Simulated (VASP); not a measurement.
# Si (P6_222) in VASP: further runs, part 2 of 2

VASP 6.6.1.

## (3) Relaxation of cell and atoms, PBE

This run uses another cell than the first one, of 17.54 Å³/atom.

Contents of INCAR:

```
PREC = Accurate
ENCUT = 600
EDIFF = 1E-7
ISMEAR = 0
SIGMA = 0.1
LREAL = False
LASPH = True
NELM = 60
ALGO = Normal
ISIF = 3
LWAVE = False
LCHARG = False
GGA = PE
IBRION = 2
NSW = 100
EDIFFG = -0.01
```

Contents of KPOINTS:

```
Automatic mesh
0
Gamma
  12 12 6
```

Contents of POSCAR:

```
Si
1.0
    4.2307610512      0.0000000000      0.0000000000
   -2.1153805256      3.6639465477      0.0000000000
    0.0000000000      0.0000000000      6.7893235603
Si
6
Direct
    0.1662225901      0.8337774099      0.8333333333
    0.1662225901      0.3324451802      0.5000000000
    0.6675548198      0.8337774099      0.1666666667
    0.8337774099      0.1662225901      0.8333333333
    0.8337774099      0.6675548198      0.5000000000
    0.3324451802      0.1662225901      0.1666666667
```

Potentials or basis: VASP PAW PBE potentials, release 64 (Si).

The run is started by

```sh
cat potpaw_PBE.64/Si/POTCAR > POTCAR
mpirun -np 1 vasp_std > vasp.out
```

OUTCAR:

```text
PREC = Accurate
   ENCUT = 600
   EDIFF = 1E-7
   ISMEAR = 0
   LREAL = False
   LASPH = True
   NELM = 60
   ISIF = 3
   GGA = PE
   IBRION = 2
   NSW = 100
   EDIFFG = -0.01

 ion  position               nearest neighbor table
   1  0.166  0.834  0.833-   4 2.44   4 2.45   4 2.45   5 2.57   6 2.57   2 3.09   3 3.09   2 3.10
                             3 3.10
   2  0.166  0.332  0.500-   5 2.44   5 2.45   5 2.45   6 2.57   4 2.57   1 3.09   3 3.09   3 3.10
                             1 3.10
   3  0.668  0.834  0.167-   6 2.44   6 2.45   6 2.45   5 2.57   4 2.57   2 3.09   1 3.09   2 3.10
                             1 3.10
   4  0.834  0.166  0.833-   1 2.44   1 2.45   1 2.45   2 2.57   3 2.57   5 3.09   6 3.09   5 3.10
                             6 3.10
   5  0.834  0.668  0.500-   2 2.44   2 2.45   2 2.45   3 2.57   1 2.57   6 3.09   4 3.09   4 3.10
                             6 3.10
   6  0.332  0.166  0.167-   3 2.44   3 2.45   3 2.45   2 2.57   1 2.57   5 3.09   4 3.09   5 3.10
                             4 3.10

  LATTYP: Found a hexagonal cell.
 ALAT       =     4.2307610512
 C/A-ratio  =     1.6047523077

  Lattice vectors:

 A1 = (   4.2307610512,   0.0000000000,   0.0000000000)
 A2 = (  -2.1153805256,   3.6639465477,   0.0000000000)
 A3 = (   0.0000000000,   0.0000000000,   6.7893235603)

Analysis of symmetry for initial positions (statically):
=====================================================================
 Subroutine PRICEL returns:
 Original cell was already a primitive cell.

 Routine SETGRP: Setting up the symmetry group for a
 hexagonal supercell.

 Subroutine GETGRP returns: Found 12 space group operations
 (whereof  4 operations were pure point group operations)
 out of a pool of 24 trial point group operations.

The static configuration has the point symmetry D_2 .
 The point group associated with its full space group is D_6 .

Analysis of symmetry for dynamics (positions and initial velocities):
=====================================================================
[... 150 lines left out ...]
 conjugate gradient relaxation of ions
 non-spin polarized calculation
 Gauss-broadening in eV      SIGMA  =   0.10
  energy-cutoff  :      600.00
  volume of cell :      105.24
 maximum number of plane-waves:      3556
 NGX is ok and might be reduce to    36
   NGX = 17   NGY = 17   NGZ = 27

--------------------------------------- Ionic step        1  -------------------------------------------

 number of electron      24.0000001 magnetization

 Free energy of the ion-electron system (eV)
  ---------------------------------------------------
  ext. energy  EPLUGINS =         0.00000000
  ---------------------------------------------------
  free energy    TOTEN  =       -29.49919049 eV

  energy without entropy =      -29.48981461  energy(sigma->0) =      -29.49450255

------------------------ aborting loop because EDIFF is reached ----------------------------------------

  FORCE on cell =-STRESS in cart. coord.  units (eV):
  Direction    XX          YY          ZZ          XY          YZ          ZX
  --------------------------------------------------------------------------------------
  -------------------------------------------------------------------------------------
  Total       -0.6702292     -0.6702292      1.4372517      0.0000000      0.0000000      0.0000000
  in kB      -10.2032805    -10.2032805     21.8800986      0.0000000      0.0000000      0.0000000
  external PRESSURE =       0.4911792 kB  Pullay stress =       0.0000000 kB
[... 307 lines left out ...]
--------------------------------------- Ionic step        9  -------------------------------------------

 number of electron      24.0000003 magnetization

 Free energy of the ion-electron system (eV)
  ---------------------------------------------------
  ext. energy  EPLUGINS =         0.00000000
  ---------------------------------------------------
  free energy    TOTEN  =       -29.55881143 eV

  energy without entropy =      -29.55009551  energy(sigma->0) =      -29.55445347

 E-fermi :   7.4032     XC(G=0): -10.1035

 val. band max:        7.4019160002   @ k =   0.3333   0.2500   0.1667
 cond. band min:       7.4318530619   @ k =   0.2500   0.0000   0.0000
 fundamental gap:      0.0299370617
 Fermi energy:         7.4031575652

 k-point     1 :       0.0000    0.0000    0.0000
  band No.  band energies     occupation
      1      -5.6228      2.00000
      2      -3.0100      2.00000
      3      -3.0100      2.00000
      4       3.7904      2.00000
      5       4.4566      2.00000
      6       4.4566      2.00000
[... 433 lines left out ...]
      3      -1.3650      2.00000
      4      -0.1759      2.00000
      5       0.8128      2.00000
      6       2.0870      2.00000
[... 8 lines left out ...]
     15       9.0664      0.00000
     16      10.2165      0.00000

 [... further k-points ...]

------------------------ aborting loop because EDIFF is reached ----------------------------------------

  FORCE on cell =-STRESS in cart. coord.  units (eV):
  Direction    XX          YY          ZZ          XY          YZ          ZX
  --------------------------------------------------------------------------------------
  -------------------------------------------------------------------------------------
  Total       -0.0208535     -0.0208535     -0.0105989     -0.0000000      0.0000000      0.0000000
  in kB       -0.3119571     -0.3119571     -0.1585532     -0.0000000      0.0000000      0.0000000
  external PRESSURE =      -0.2608225 kB  Pullay stress =       0.0000000 kB
[... 21 lines left out ...]
  FREE ENERGIE OF THE ION-ELECTRON SYSTEM (eV)
  ---------------------------------------------------
  free  energy   TOTEN  =       -29.5588114343 eV

  energy  without entropy=      -29.5500955112  energy(sigma->0) =      -29.55445347

 reached required accuracy - stopping structural energy minimisation
```

OSZICAR:

```text
N       E                     dE             d eps       ncg     rms          rms(c)
DAV:   1     0.579304308840E+02    0.57930E+02   -0.10596E+04  2432   0.141E+03
DAV:   2    -0.262183198641E+02   -0.84149E+02   -0.83038E+02  3200   0.171E+02
DAV:   3    -0.296953214392E+02   -0.34770E+01   -0.34265E+01  3448   0.333E+01
[... 81 lines left out ...]
DAV:   3    -0.295588147532E+02    0.39696E-04   -0.56681E-05  3224   0.422E-02    0.883E-03
DAV:   4    -0.295588121413E+02    0.26119E-05   -0.94227E-06  3048   0.172E-02    0.465E-03
DAV:   5    -0.295588117600E+02    0.38138E-06   -0.32452E-07  2672   0.375E-03    0.250E-03
DAV:   6    -0.295588114582E+02    0.30180E-06   -0.10231E-07  1880   0.204E-03    0.579E-04
DAV:   7    -0.295588114343E+02    0.23826E-07   -0.13872E-08  1568   0.860E-04
   9 F= -.29558811E+02 E0= -.29554453E+02  d E =-.104876E-02
```

CONTCAR:

```text
Si
   1.00000000000000
     4.1426916249491663    0.0000000000000000    0.0000000000000000
    -2.0713458124745832    3.5876761872688627    0.0000000000000000
     0.0000000000000000    0.0000000000000000    7.2060840666079571
  Si
     6
Direct
     0.1663762776039819    0.8336237223960183    0.8333333332999970
     0.1663762776039816    0.3327525552079632    0.5000000000000000
     0.6672474447920365    0.8336237223960183    0.1666666667000030
     0.8336237223960181    0.1663762776039816    0.8333333332999970
     0.8336237223960183    0.6672474447920368    0.5000000000000000
     0.3327525552079634    0.1663762776039816    0.1666666667000030

  0.00000000E+00  0.00000000E+00  0.00000000E+00
  0.00000000E+00  0.00000000E+00  0.00000000E+00
  0.00000000E+00  0.00000000E+00  0.00000000E+00
  0.00000000E+00  0.00000000E+00  0.00000000E+00
  0.00000000E+00  0.00000000E+00  0.00000000E+00
  0.00000000E+00  0.00000000E+00  0.00000000E+00
```

Wall time 17 min (1 thread of Intel Xeon 8259CL, shared host); peak memory 0.32 GiB.

What came out:

```yaml
Free_energy: -29.5588 eV
Relaxed_volume: 17.85 Å³/atom
Relaxed_cell: a = 4.143 Å, b = 4.143 Å, c = 7.206 Å, α = 90.00°, β = 90.00°, γ = 120.00°
Space_group_after_relaxing_to_0.1_Å: P6_222 (No. 180)
Energy_gained_by_relaxing: 9.9 meV/atom
Ionic_steps: 9
Pressure_after_relaxing: 0.0 GPa
Largest_force_after_relaxing: 0.003 eV/Å
Band_gap_on_the_k_mesh: zero (bands 12 and 13 overlap by 1.65 eV)
```

Forces on the atoms (eV/Å):
```
Si   0.003 -0.002  0.000
Si   0.000  0.003  0.000
Si  -0.003 -0.002  0.000
Si  -0.003  0.002  0.000
Si   0.000 -0.003  0.000
Si   0.003  0.002  0.000
```

The path:
```tsv
step	energy change (eV)	largest force (eV/Å)	pressure (GPa)	volume (Å³)
1	0.0000	0.0630	0.05	105.24
2	-0.0205	0.0092	0.21	105.32
3	-0.0464	0.0998	0.68	105.40
4	0.0081	0.4440	2.30	105.32
5	-0.0493	0.1411	0.89	105.41
6	-0.0581	0.0400	-0.56	107.80
7	-0.0586	0.0614	-0.30	107.35
8	-0.0592	0.0463	0.15	106.95
9	-0.0596	0.0035	-0.03	107.10
```

Final structure:
```xyz
6
Lattice="4.1427 0.0000 0.0000 -2.0713 3.5877 0.0000 0.0000 0.0000 7.2061" Properties=species:S:1:pos:R:3 pbc="T T T"
Si   -1.0375    2.9908    6.0051
Si    0.0000    1.1938    3.6030
Si    1.0375    2.9908    1.2010
Si    3.1088    0.5969    6.0051
Si    2.0713    2.3939    3.6030
Si    1.0339    0.5969    1.2010
```
